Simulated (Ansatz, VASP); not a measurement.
## Ag in VASP and in Ansatz

```xyz
2
Lattice="2.9300 0.0000 0.0000 -1.4650 2.5375 0.0000 0.0000 0.0000 4.7900" Properties=species:S:1:pos:R:3 pbc="T T T"
Ag    0.0000    1.6916    1.1975
Ag    1.5650    0.8458    3.5925
```

Alike in both runs: task single point; functional PBE; k mesh 15 × 15 × 8; occupations gaussian, width 0.05 eV; no spin polarisation.

|  | VASP | Ansatz |
| --- | --- | --- |
| version | VASP 6.6.1 | Ansatz 0.2.0 |
| potentials or method | VASP PAW PBE potentials, release 64 (Ag), cutoff 520 eV | scalar-relativistic, plane waves, PAW |
| valence electrons in the cell | 22 | 38 |

```csv
,VASP,Ansatz,Ansatz less VASP
gap on the k mesh at the Fermi level (eV),none,none,-
pressure (GPa),0.3,0.3,+0.03
"traceless stress, the component that is largest in VASP (GPa)",1.09,1.11,+0.020
rms of the force components (eV/Å),0.052,0.052,+0.0004
```

Atom by atom the forces differ by 0.000 eV/Å (rms over components). A gap of «none» marks a metal or a gap that the smearing closes. VASP's potentials hold 22 valence electrons a cell and Ansatz's 38, so a difference there can come from the potentials and not from the codes.
